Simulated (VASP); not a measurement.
# MoS2: single point with PBE+D3(BJ)

The system is MoS2.

```
CELL_PARAMETERS angstrom
3.06968 0.00000 0.00000
-1.53484 2.65843 0.00000
0.00000 0.00000 6.99458
ATOMIC_POSITIONS crystal
Mo 0.00000 0.00000 0.00000
S 0.33333 0.66667 0.26088
S 0.33333 0.66667 0.73912
```

This cell differs from its parent crystal: atoms shifted along a free coordinate, c/a of the conventional cell at fixed volume 2.2786.

```yaml
Program: VASP 6.6.1
Task: single point
Functional: PBE
Dispersion: D3(BJ)
Potentials_or_basis: VASP PAW PBE potentials, release 64 (Mo_sv, S)
Cutoff: 500 eV
k_mesh: 12 × 12 × 4
Occupations: gaussian, width 0.05 eV
Spin: no spin polarisation
Dipole_correction: no
Further_INCAR_settings: ALGO = Normal; EDIFF = 1e-06; NBANDS = 20
```

```yaml
Pressure: -12.7 GPa
Largest_force: 3.270 eV/Å
Band_gap_on_the_k_mesh: 0.63 eV (least direct gap 1.29 eV)
Dispersion_energy_per_atom: -0.397 eV
```

Forces in eV/Å, atoms in the order of the input:
```
Mo   0.000  0.000  0.000
S    0.000  0.000 -3.270
S    0.000  0.000  3.270
```

Stress tensor (GPa, compression positive):
```
 -2.76   0.00   0.00
  0.00  -2.76   0.00
  0.00   0.00 -32.51
```

Levels at points of the mesh, in eV from the valence-band top:
| k point | band 11 | band 12 | band 13 | band 14 | band 15 | band 16 |
| --- | --- | --- | --- | --- | --- | --- |
| (0.00, 0.00, 0.00) | -1.46 | -0.35 | -0.35 | 2.50 | 2.50 | 2.84 |
| (0.50, 0.00, 0.00) | -2.13 | -1.25 | -0.31 | 2.22 | 2.70 | 3.51 |
| (0.00, 0.00, 0.50) | -0.72 | -0.38 | -0.38 | 2.63 | 2.63 | 2.74 |
| (0.50, 0.00, 0.50) | -2.18 | -0.63 | -0.18 | 2.65 | 2.71 | 2.73 |

Run time: 90 s on 1 thread of Intel Xeon 8259CL (shared host), peak memory 0.22 GiB.

Caveat: the cell stands under tension; forces of over 1 eV/Å act on the atoms, so gaps and moduli don't describe the material at rest. A k mesh can miss the band edges.
